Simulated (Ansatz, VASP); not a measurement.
## Rh in VASP and in Ansatz

File INCAR:

```
PREC = Accurate ; ENCUT = 520
EDIFF = 1E-6 ; ISMEAR = -1
SIGMA = 0.08 ; LREAL = F
LASPH = T ; NELM = 100
ALGO = Normal ; ISIF = 2
LWAVE = F ; LCHARG = F
GGA = PS ; NBANDS = 14
```

The input KPOINTS:

```
Automatic mesh
0
Gamma
  16 16 16
```

Contents of POSCAR:

```
Rh
1.0
    0.0000000000      1.8635190000      1.9015500000
    1.8635190000      0.0000000000      1.9015500000
    1.8635190000      1.8635190000      0.0000000000
Rh
1
Direct
    0.0000000000      0.0000000000      0.0000000000
```

Input for Ansatz:

```yaml
crystal:
  lattice:
    - [0.0, 1.863519, 1.90155]
    - [1.863519, 0.0, 1.90155]
    - [1.863519, 1.863519, 0.0]
  atoms:
    - { symbol: Rh, position: [0.0, 0.0, 0.0] }
kpoints:
  mp_grid: { grid: [16, 16, 16] }
  band_path:
    path:
      - [0.0, 0.0, 0.0]
      - [0.0, 0.5, 0.5]
      - [0.25, 0.75, 0.5]
      - [0.0, 0.5, 0.0]
      - [0.0, 0.0, 0.0]
      - [0.5, 0.5, 0.0]
      - [0.37005, 0.62995, 0.0]
      - [-0.37005, 0.37005, 0.0]
      - [0.0, 0.0, 0.0]
    npoints: 5
scf:
  occupations: { method: fermi_dirac, width: 0.08 }
hamiltonian:
  xc: pbesol
  pseudopotentials: { kind: all_electron, lapw: { basis_error: 0.001 } }
output:
  forces: true
  stress: true
  eigenvalues: true
```

Change from the starting cell: equal xx and yy strain of -2 %.

Alike in both runs: task single point; functional PBEsol; k mesh 16 × 16 × 16; occupations fermi-dirac, width 0.08 eV; no spin polarisation.

```csv
,VASP,Ansatz
version,VASP 6.6.1,Ansatz 0.2.0
potentials or method,"VASP PAW PBE potentials, release 64 (Rh_pv), cutoff 520 eV","all-electron LAPW, scalar-relativistic"
```

Ansatz gave:

```
pressure (GPa)                                                : 7.2
traceless stress, the component that is largest in VASP (GPa) : -3.73
```

**Question.** Estimate VASP's values.

**Answer.** Pressure (GPa): 7.2; traceless stress, the component that is largest in VASP (GPa): -3.72.

VASP's potentials were made for PBE, not for PBEsol. Ansatz ran all-electron here, and VASP with PAW potentials.
